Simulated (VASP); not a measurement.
# Cd2C3 (R-3m) in VASP: notebook

Cd2C3 is run at these levels: PBE; tasks: single point.

Everything below comes from runs of VASP 6.6.1. Logs are shortened: lines on timing, memory, paths and dates and some standing lists are left out, and cuts for length are marked.

## (1) The cell of the first run

The structure is trigonal, space group R-3m (No. 166). The conventional cell has a = 3.289 Å, b = 3.289 Å, c = 22.871 Å, α = 90.00°, β = 90.00°, γ = 120.00°. Cd (site symmetry 3m) has 6 C at 2.31 to 2.44 Å within 3.0 Å. Within 3.5 Å of C (site symmetry -3m) lie 6 Cd at 2.44 Å and 12 C at 3.29 to 3.41 Å. C (site symmetry 3m) has 3 Cd at 2.31 Å and 3 C at 2.73 Å within 3.0 Å.

## (2) Single point, PBE

The input, INCAR:

```
SYSTEM = Cd2C3
  ALGO = Normal
  EDIFF = 1E-6
  ENCUT = 520
  GGA = PE
  ISIF = 2
  ISMEAR = 0
  LASPH = .True.
  LCHARG = .False.
  LREAL = .False.
  LWAVE = .False.
  NBANDS = 26
  NELM = 100
  PREC = Accurate
  SIGMA = 0.1
```

The input, KPOINTS:

```
k-points
0
Gamma
  6 6 6
  0 0 0
```

The input, POSCAR:

```
Cd2C3
1.0
    1.6445983257      0.9495092860      7.6235474713
   -1.6445983257      0.9495092860      7.6235474713
    0.0000000000     -1.8990185721      7.6235474713
Cd C
2 3
Direct
    0.4000000000      0.4000000000      0.4000000000
    0.6000000000      0.6000000000      0.6000000000
    0.0000000000      0.0000000000      0.0000000000
    0.2095000000      0.2095000000      0.2095000000
    0.7905000000      0.7905000000      0.7905000000
```

Potentials or basis: VASP PAW PBE potentials, release 64 (Cd, C).

Command:

```sh
$ cat potpaw_PBE.64/Cd/POTCAR potpaw_PBE.64/C/POTCAR > POTCAR
$ mpirun -np 1 vasp_std > vasp.out
```

OUTCAR:

```text
SYSTEM = Cd2C3
   EDIFF = 1E-6
   ENCUT = 520
   GGA = PE
   ISIF = 2
   ISMEAR = 0
   LASPH = .True.
   LREAL = .False.
   NELM = 100
   PREC = Accurate

 ion  position               nearest neighbor table
   1  0.400  0.400  0.400-   5 2.31   5 2.31   5 2.31   3 2.44   3 2.44   3 2.44   2 3.59   2 3.59
                             2 3.59
   2  0.600  0.600  0.600-   4 2.31   4 2.31   4 2.31   3 2.44   3 2.44   3 2.44   1 3.59   1 3.59
                             1 3.59
   3  0.000  0.000  0.000-   2 2.44   1 2.44   2 2.44   2 2.44   1 2.44   1 2.44
   4  0.209  0.209  0.209-   2 2.31   2 2.31   2 2.31
   5  0.791  0.791  0.791-   1 2.31   1 2.31   1 2.31

  LATTYP: Found a trigonal (rhomboedric) cell.
 ALAT       =     7.8565098857
 COS(alpha) =     0.9123624232

  Lattice vectors:

 A1 = (   1.6445983257,   0.9495092860,   7.6235474713)
 A2 = (  -1.6445983257,   0.9495092860,   7.6235474713)
 A3 = (   0.0000000000,  -1.8990185721,   7.6235474713)

Analysis of symmetry for initial positions (statically):
=====================================================================
 Subroutine PRICEL returns:
 Original cell was already a primitive cell.

 Routine SETGRP: Setting up the symmetry group for a
 trigonal (rhombohedral) supercell.

 Subroutine GETGRP returns: Found 12 space group operations
 (whereof 12 operations were pure point group operations)
 out of a pool of 12 trial point group operations.

The static configuration has the point symmetry D_3d.

Analysis of symmetry for dynamics (positions and initial velocities):
=====================================================================
 Subroutine PRICEL returns:
 Original cell was already a primitive cell.

 Routine SETGRP: Setting up the symmetry group for a
 trigonal (rhombohedral) supercell.

 Subroutine GETGRP returns: Found 12 space group operations
 (whereof 12 operations were pure point group operations)
 out of a pool of 12 trial point group operations.

The dynamic configuration has the point symmetry D_3d.

 Subroutine INISYM returns: Found 12 space group operations
 (whereof 12 operations are pure point group operations),
 and found     1 'primitive' translations

----------------------------------------------------------------------------------------

                                     Primitive cell

  volume of cell :      71.4278

  direct lattice vectors                    reciprocal lattice vectors
     1.644598326  0.949509286  7.623547471     0.304025604  0.175529265  0.043724176
    -1.644598326  0.949509286  7.623547471    -0.304025604  0.175529265  0.043724176
     0.000000000 -1.899018572  7.623547471     0.000000000 -0.351058529  0.043724176

  length of vectors
     7.856509886  7.856509886  7.856509886     0.353770963  0.353770963  0.353770963

  position of ions in fractional coordinates (direct lattice)
     0.400000000  0.400000000  0.400000000
     0.600000000  0.600000000  0.600000000
     0.000000000  0.000000000  0.000000000
     0.209500000  0.209500000  0.209500000
     0.790500000  0.790500000  0.790500000

  ion indices of the primitive-cell ions
   primitive index   ion index
                 1           1
                 2           2
                 3           3
                 4           4
                 5           5

----------------------------------------------------------------------------------------

 KPOINTS: k-points

Automatic generation of k-mesh.
 Grid dimensions read from file:
 generate k-points for:    6    6    6

 Generating k-lattice:

  Cartesian coordinates                     Fractional coordinates (reciprocal lattice)
     0.050670934  0.029254877  0.007287363     0.166666667  0.000000000 -0.000000000
    -0.050670934  0.029254877  0.007287363     0.000000000  0.166666667 -0.000000000
     0.000000000 -0.058509755  0.007287363     0.000000000  0.000000000  0.166666667

  Length of vectors
     0.058961827  0.058961827  0.058961827

  Shift w.r.t. Gamma in fractional coordinates (k-lattice)
     0.000000000  0.000000000  0.000000000

 Subroutine IBZKPT returns following result:
 ===========================================

 Found     32 irreducible k-points:

 Following reciprocal coordinates:
            Coordinates               Weight
  0.000000  0.000000  0.000000      1.000000
  0.166667 -0.000000  0.000000      6.000000
  0.333333  0.000000 -0.000000      6.000000
  0.500000  0.000000  0.000000      3.000000
  0.166667  0.166667  0.000000      6.000000
  0.333333  0.166667  0.000000     12.000000
[... 16 lines left out ...]
  0.500000  0.500000  0.166667      6.000000
 -0.333333  0.500000  0.166667     12.000000
 [... further k-points ...]
   k-points           NKPTS =     32   k-points in BZ     NKDIM =     32   number of bands    NBANDS=     26
   number of dos      NEDOS =    301   number of ions     NIONS =      5
   total plane-waves  NPLWV = 216000
   dimension x,y,z NGX =    60 NGY =   60 NGZ =   60
   dimension x,y,z NGXF=   120 NGYF=  120 NGZF=  120
   ions per type =               2   3
   NGX,Y,Z   is equivalent  to a cutoff of  12.70, 12.70, 12.70 a.u.
   NGXF,Y,Z  is equivalent  to a cutoff of  25.39, 25.39, 25.39 a.u.
 SYSTEM =  Cd2C3
   PREC   = accura    normal or accurate (medium, high low for compatibility)
   ISTART =      0    job   : 0-new  1-cont  2-samecut
   ICHARG =      2    charge: 1-file 2-atom 10-const
   ISPIN  =      1    spin polarized calculation?
   LNONCOLLINEAR =      F non collinear calculations
   LSORBIT =      F    spin-orbit coupling
   LASPH  =      T    aspherical Exc in radial PAW
   ENCUT  =  520.0 eV  38.22 Ry    6.18 a.u.  14.61 14.61 14.61*2*pi/ulx,y,z
   NELM   =    100;   NELMIN=  2; NELMDL= -5     # of ELM steps
   EDIFF  = 0.1E-05   stopping-criterion for ELM
   LREAL  =      F    real-space projection
   EDIFFG = 0.1E-04   stopping-criterion for IOM
   NSW    =      0    number of steps for IOM
   IBRION =     -1    ionic relax: 0-MD 1-quasi-New 2-CG
   NFREE  =      0    steps in history (QN), initial steepest desc. (CG)
   ISIF   =      2    stress and relaxation
   ISYM   =      2    0-nonsym 1-usesym 2-fastsym
   POTIM  = 0.5000    time-step for ionic-motion
   TEBEG  =    0.0;   TEEND  =   0.0 temperature during run
   PSTRESS=    0.0 pullay stress
   NELECT =      36.0000    total number of electrons
   NUPDOWN=      -1.0000    fix difference up-down
   EMIN   =  10.00;   EMAX   =-10.00  energy-range for DOS
   EFERMI =   0.00;   METHOD = LEGACY
   ISMEAR =     0;   SIGMA  =   0.10  broadening in eV -4-tet -1-fermi 0-gaus
   EFERMI_NEDOS =   21; number of points for ismear=-14 and -15
   IALGO  =     38    algorithm
   IMIX   =      4    mixing-type and parameters
     AMIX     =   0.40;   BMIX     =  1.00
     AMIX_MAG =   1.60;   BMIX_MAG =  1.00
  volume/ion in A,a.u.               =      14.29        96.40
  Fermi-wavevector in a.u.,A,eV,Ry     =   1.302826  2.461985 23.093936  1.697356
  Thomas-Fermi vector in A             =   2.433869
   LORBIT       =      0    0 simple, 1 ext, 2 COOP (PROOUT), +10 PAW based schemes
   GGA     = PE    functional components
   LHFCALC =     F    Hartree Fock is set to
   AEXX    =    0.0000 exact exchange contribution
   IVDW    =     0    specifies the selected vdW correction
   LEPSILON=     F    determine dielectric tensor
   LRPA    =     F    only Hartree local field effects (RPA)
 non-spin polarized calculation
 Gauss-broadening in eV      SIGMA  =   0.10
  energy-cutoff  :      520.00
  volume of cell :       71.43
 maximum number of plane-waves:      1940
 NGX is ok and might be reduce to    60
   NGX = 29   NGY = 29   NGZ = 29

 number of electron      35.9999995 magnetization

 Free energy of the ion-electron system (eV)
  ---------------------------------------------------
  ext. energy  EPLUGINS =         0.00000000
  ---------------------------------------------------
  free energy    TOTEN  =       -15.17878049 eV

  energy without entropy =      -15.16402993  energy(sigma->0) =      -15.17140521

 E-fermi :   2.4218     XC(G=0): -11.0321

 val. band max:        2.4186988577   @ k =   0.5000   0.0000   0.0000
 cond. band min:       2.4706413322   @ k =   0.3333   0.3333   0.1667
 fundamental gap:      0.0519424744
 Fermi energy:         2.4217893758

 k-point     1 :       0.0000    0.0000    0.0000
  band No.  band energies     occupation
      1      -9.7529      2.00000
      2      -7.9716      2.00000
      3      -7.8446      2.00000
      4      -6.1408      2.00000
      5      -6.1408      2.00000
      6      -6.0395      2.00000
[... 18 lines left out ...]
     25      10.5348      0.00000
     26      12.2370      0.00000

 k-point     2 :       0.1667   -0.0000    0.0000
  band No.  band energies     occupation
      1      -9.3421      2.00000
      2      -8.1172      2.00000
      3      -7.6928      2.00000
      4      -6.1355      2.00000
      5      -6.0214      2.00000
      6      -5.9719      2.00000
[... 18 lines left out ...]
     25      10.9815      0.00000
     26      12.2098      0.00000

 k-point     3 :       0.3333    0.0000   -0.0000
  band No.  band energies     occupation
      1      -8.4295      2.00000
      2      -8.3032      2.00000
      3      -7.5116      2.00000
      4      -6.1600      2.00000
      5      -6.0104      2.00000
      6      -5.9388      2.00000
[... 572 lines left out ...]
 k-point    23 :       0.5000    0.5000    0.1667
  band No.  band energies     occupation
      1      -8.5617      2.00000
      2      -8.0175      2.00000
      3      -7.6518      2.00000
      4      -6.1064      2.00000
      5      -6.0349      2.00000
      6      -5.9466      2.00000
[... 18 lines left out ...]
     25      10.8930      0.00000
     26      11.9285      0.00000

 k-point    24 :      -0.3333    0.5000    0.1667
  band No.  band energies     occupation
      1      -8.3064      2.00000
      2      -7.9748      2.00000
      3      -7.4884      2.00000
      4      -6.0907      2.00000
      5      -6.0344      2.00000
      6      -5.9179      2.00000
[... 18 lines left out ...]
     25      10.8351      0.00000
     26      11.7988      0.00000

 [... further k-points ...]

------------------------ aborting loop because EDIFF is reached ----------------------------------------

  FORCE on cell =-STRESS in cart. coord.  units (eV):
  Direction    XX          YY          ZZ          XY          YZ          ZX
  --------------------------------------------------------------------------------------
  -------------------------------------------------------------------------------------
  Total        0.7077082      0.7077082     -4.3640330      0.0000000      0.0000000      0.0000000
  in kB       15.8744021     15.8744021    -97.8883903      0.0000000      0.0000000      0.0000000
  external PRESSURE =     -22.0465287 kB  Pullay stress =       0.0000000 kB

 VOLUME and BASIS-vectors are now :
 -----------------------------------------------------------------------------
  energy-cutoff  :      520.00
  volume of cell :       71.43
      direct lattice vectors                 reciprocal lattice vectors
     1.644598326  0.949509286  7.623547471     0.304025604  0.175529265  0.043724176
    -1.644598326  0.949509286  7.623547471    -0.304025604  0.175529265  0.043724176
     0.000000000 -1.899018572  7.623547471     0.000000000 -0.351058529  0.043724176

 POSITION                                       TOTAL-FORCE (eV/Angst)
 -----------------------------------------------------------------------------------
      0.00000     -0.00000      9.14826         0.000000      0.000000     -0.152706
      0.00000     -0.00000     13.72239         0.000000     -0.000000      0.152706
      0.00000      0.00000      0.00000         0.000000     -0.000000      0.000000
      0.00000     -0.00000      4.79140         0.000000      0.000000     -1.522764
      0.00000     -0.00000     18.07924         0.000000     -0.000000      1.522764
 -----------------------------------------------------------------------------------
    total drift:                                0.000000     -0.000000      0.000000

  FREE ENERGIE OF THE ION-ELECTRON SYSTEM (eV)
  ---------------------------------------------------
  free  energy   TOTEN  =       -15.1787804897 eV

  energy  without entropy=      -15.1640299334  energy(sigma->0) =      -15.17140521
```

Wall time 5.5 min (1 thread of Intel Xeon 8259CL, shared host); peak memory 0.48 GiB.

Results:

```yaml
Free_energy: -15.1788 eV
Pressure: -2.2 GPa
Largest_force: 1.523 eV/Å
Band_gap_on_the_k_mesh: zero (bands 18 and 19 overlap by 2.50 eV)
```

Forces on the atoms (eV/Å):
```
Cd   0.000  0.000 -0.153
Cd   0.000  0.000  0.153
C    0.000  0.000  0.000
C    0.000  0.000 -1.523
C    0.000  0.000  1.523
```

Stress tensor (GPa, compression positive):
```
 1.59  0.00  0.00
 0.00  1.59  0.00
 0.00  0.00 -9.79
```

Caveat: the k points lie up to 0.37 Å⁻¹ apart, too coarse for converged energies and pressures of a metal; forces of over 1 eV/Å act on the atoms, so gaps and moduli don't describe the material at rest.

## (3) Single point, PBE

This run uses another cell than the first one, of 15.61 Å³/atom.

The input, INCAR:

```
PREC = Accurate
ENCUT = 520
EDIFF = 1E-6
ISMEAR = 0
SIGMA = 0.1
LREAL = F
LASPH = T
NELM = 80
ALGO = Normal
ISIF = 2
LWAVE = F
LCHARG = T
GGA = PE
LELF = T
LVHAR = T
NBANDS = 26
```

The input, KPOINTS:

```
regular mesh
0
Gamma
  6 6 6
```

The input, POSCAR:

```
Cd2C3
1.0
    1.3315541076      0.7687731224     12.7074765762
   -1.3315541076      0.7687731224     12.7074765762
    0.0000000000     -1.5375462449     12.7074765762
Cd C
2 3
Direct
    0.3883918048      0.3883918048      0.3883918048
    0.6116081952      0.6116081952      0.6116081952
    0.0000000000      0.0000000000      0.0000000000
    0.1666674157      0.1666674157      0.1666674157
    0.8333325843      0.8333325843      0.8333325843
```

Potentials or basis: VASP PAW PBE potentials, release 64 (Cd, C).

Command:

```sh
$ cat potpaw_PBE.64/Cd/POTCAR potpaw_PBE.64/C/POTCAR > POTCAR
$ mpirun -np 1 vasp_std > vasp.out
```

Run time: 39 min. Hardware: 1 thread of Intel Xeon 8259CL, shared host; peak memory 1.5 GiB.

Results (log left out):

```
Free energy            : -22.4721 eV
Pressure               : 0.9 GPa
Largest force          : 0.054 eV/Å
Band gap on the k mesh : zero (bands 18 and 19 overlap by 0.08 eV)
```

Forces in eV/Å, atoms in the order of the input:
```
Cd   0.000  0.000  0.054
Cd   0.000  0.000 -0.054
C    0.000  0.000  0.000
C    0.000  0.000 -0.001
C    0.000  0.000  0.001
```

Stress tensor (GPa, compression positive):
```
1.04 0.00 0.00
0.00 1.04 0.00
0.00 0.00 0.59
```

Levels at points of the mesh, in eV from the Fermi level:
```
           k point  band 16  band 17  band 18  band 19  band 20  band 21
(0.00, 0.00, 0.00)    -3.03    -3.03    -2.55     2.19     3.66     3.66
(0.50, 0.00, 0.00)    -2.23    -1.94    -0.02     1.44     2.09     2.51
(0.50, 0.50, 0.00)    -2.20    -1.98     0.00     1.44     2.09     2.51
(0.50, 0.50, 0.50)    -3.03    -3.03    -2.67     2.65     3.66     3.66
```

Caveat: the k points lie up to 0.45 Å⁻¹ apart.

The gap in the log of VASP goes by the Fermi energy; the results here count the filled bands.